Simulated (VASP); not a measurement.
## Ti2BeH6: single point with PBE

The system is Ti2BeH6.

```
Ti Be H
1.0
     0.00000    3.02912    3.02912
     3.02912    0.00000    3.02912
     3.02912    3.02912    0.00000
Ti Be H
2 1 6
Direct
  0.25000 0.25000 0.25000
  0.75000 0.75000 0.75000
  0.00000 0.00000 0.00000
  0.74282 0.25718 0.25718
  0.25718 0.74282 0.74282
  0.25718 0.74282 0.25718
  0.74282 0.25718 0.74282
  0.25718 0.25718 0.74282
  0.74282 0.74282 0.25718
```

```json
{
 "Program": "VASP 6.6.1",
 "Task": "single point",
 "Functional": "PBE",
 "Potentials or basis": "VASP PAW PBE potentials, release 64 (Ti_sv, Be, H)",
 "Cutoff": "520 eV",
 "k mesh": "6 × 6 × 6",
 "Occupations": "gaussian, width 0.1 eV",
 "Spin": "no spin polarisation",
 "Dipole correction": "no",
 "Further INCAR settings": "ALGO = Normal; EDIFF = 1e-07; NBANDS = 26"
}
```

```
Pressure               : -0.2 GPa
Band gap on the k mesh : zero (band 16 reaches 9.80 eV, above the bottom of band 17 at 7.95 eV)
```

Levels at points of the mesh, in eV from the Fermi level:
```tsv
k point	band 12	band 13	band 14	band 15	band 16	band 17	band 18	band 19	band 20	band 21
(0.00, 0.00, 0.00)	-7.24	-4.29	-4.29	1.61	1.61	1.61	1.87	2.57	2.57	3.59
(0.50, 0.00, 0.00)	-6.07	-4.72	-4.72	-0.63	-0.21	-0.04	-0.04	0.01	0.01	3.05
(0.50, 0.50, 0.00)	-6.50	-6.50	-2.04	-1.46	-0.75	-0.23	-0.23	0.39	0.39	1.78
```

Run time: 12 s on 1 thread of Intel(R) Xeon(R) 6975P-C (Granite Rapids), with other jobs on the host, peak memory 0.18 GiB.
